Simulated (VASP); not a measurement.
## NaH: single point with PBE

NaH:

```
Na H
1.0
     2.93239    0.00000    0.00000
     0.00000    2.93239    0.00000
     0.00000    0.00000    2.93239
Na H
1 1
Direct
  0.00000 0.00000 0.00000
  0.50000 0.50000 0.50000
```

| Property | Result |
| --- | --- |
| Program | VASP 6.6.1 |
| Task | single point |
| Functional | PBE |
| Potentials or basis | VASP PAW PBE potentials, release 64 (Na_pv, H) |
| Cutoff | 520 eV |
| k mesh | 8 × 8 × 8 |
| Occupations | fermi-dirac, width 0.02 eV |
| Spin | no spin polarisation |
| Dipole correction | no |
| Further INCAR settings | ALGO = Normal; EDIFF = 1e-07; NBANDS = 11 |

| Item | Value |
| --- | --- |
| Pressure | 0.8 GPa |
| Band gap on the k mesh | 1.03 eV, indirect (least direct gap 4.50 eV) |

Levels at points of the mesh, in eV from the valence-band top:
| k point | band 1 | band 2 | band 3 | band 4 | band 5 | band 6 | band 7 | band 8 | band 9 |
| --- | --- | --- | --- | --- | --- | --- | --- | --- | --- |
| (0.00, 0.00, 0.00) | -24.56 | -24.56 | -24.56 | -6.03 | 8.85 | 11.06 | 11.06 | 12.66 | 12.66 |
| (0.50, 0.00, 0.00) | -24.75 | -24.55 | -24.55 | -3.47 | 1.03 | 11.09 | 14.35 | 14.68 | 14.68 |
| (0.50, 0.50, 0.00) | -24.72 | -24.72 | -24.53 | -1.77 | 4.31 | 4.31 | 6.93 | 14.89 | 18.81 |
| (0.50, 0.50, 0.50) | -24.69 | -24.69 | -24.69 | 0.00 | 6.93 | 6.93 | 6.93 | 9.27 | 9.27 |

Wall time 4.9 s on 1 thread of Intel(R) Xeon(R) Platinum 8259CL CPU @ 2.50GHz (Skylake/Cascade Lake) (shared host), peak memory 0.13 GiB.

A k mesh can miss the band edges. A hybrid or GW would open this gap; PBE tends to underestimate it.
